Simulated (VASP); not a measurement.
Crystal: Re.

```xyz
2
Lattice="2.7791 0.0000 0.0000 -1.3895 2.4068 0.0000 0.0000 0.0000 4.4877" Properties=species:S:1:pos:R:3 pbc="T T T"
Re    1.3895    0.8023    3.3658
Re    0.0000    1.6045    1.1219
```

Base run:

| Property | Result |
| --- | --- |
| Program | VASP 6.6.1 |
| Functional | BLYP |
| Dispersion | D3(BJ) |
| Potentials or basis | VASP PAW PBE potentials, release 64 (Re) |
| Cutoff | 520 eV |
| k mesh | 11 × 11 × 6 |
| Occupations | fermi-dirac, width 0.05 eV |
| Spin | no spin polarisation |

Its results: band gap on the k mesh zero (band 7 reaches 9.79 eV, above the bottom of band 8 at 6.55 eV); pressure -3.4 GPa.

Q: After a change of settings the same cell gave: band gap on the k mesh zero (band 7 reaches 8.94 eV, above the bottom of band 8 at 5.99 eV); pressure -9.0 GPa. Which change was it?
A. functional from BLYP to PBEsol; dispersion from D3(BJ) to none
B. functional from BLYP to PBE; dispersion from D3(BJ) to none
C. functional from BLYP to r2SCAN; dispersion from D3(BJ) to none
D. functional from BLYP to PBE

A: D.

PBE binds more tightly than BLYP, so the same cell stands under less pressure.

Caveats: spin-orbit coupling is left out, which moves the levels of the heavy elements; pairwise dispersion overbinds metals, which lowers pressure and volume; the PAW data sets were made with another functional, which shifts forces and pressure a little (some runs).
